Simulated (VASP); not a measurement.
Here is a VASP 6.6.1 calculation.

File INCAR:

```
SYSTEM = Al
PREC     = Accurate       ! precision mode
ENCUT    = 520            ! plane-wave cutoff, eV
EDIFF    = 1E-6           ! SCF threshold, eV
ISMEAR   = 0              ! smearing method
SIGMA    = 0.15           ! smearing width, eV
LREAL    = .FALSE.        ! projectors in reciprocal space
LASPH    = .TRUE.         ! aspherical terms in the spheres
NELM     = 60             ! most SCF steps
ALGO     = Fast           ! electronic algorithm
ISIF     = 2              ! what is computed and relaxed
LWAVE    = .FALSE.        ! write WAVECAR
LCHARG   = .FALSE.        ! write CHGCAR
GGA      = CA             ! functional
NBANDS   = 10             ! bands
```

Contents of KPOINTS:

```
Automatic mesh
0
G
  18 18 10
  0 0 0
```

Contents of POSCAR:

```
Al
1.0
    2.7394000000      0.0000000000      0.0000000000
   -1.3697000000      2.3723899911      0.0000000000
    0.0000000000      0.0000000000      4.9205000000
Al
2
Direct
    0.6666666667      0.3333333333      0.7500000000
    0.3333333333      0.6666666667      0.2500000000
```

Potentials or basis: VASP PAW LDA potentials, release 64 (Al).

Launch:

```bash
$ cat potpaw_LDA.64/Al/POTCAR > POTCAR
$ mpirun -np 1 vasp_std > vasp.out
```

(1) Estimate the pressure.

(2) Estimate the band gap on the k mesh.

Answers

(1) 0.7 GPa.

(2) zero (band 3 reaches 11.52 eV, above the bottom of band 4 at 5.08 eV).
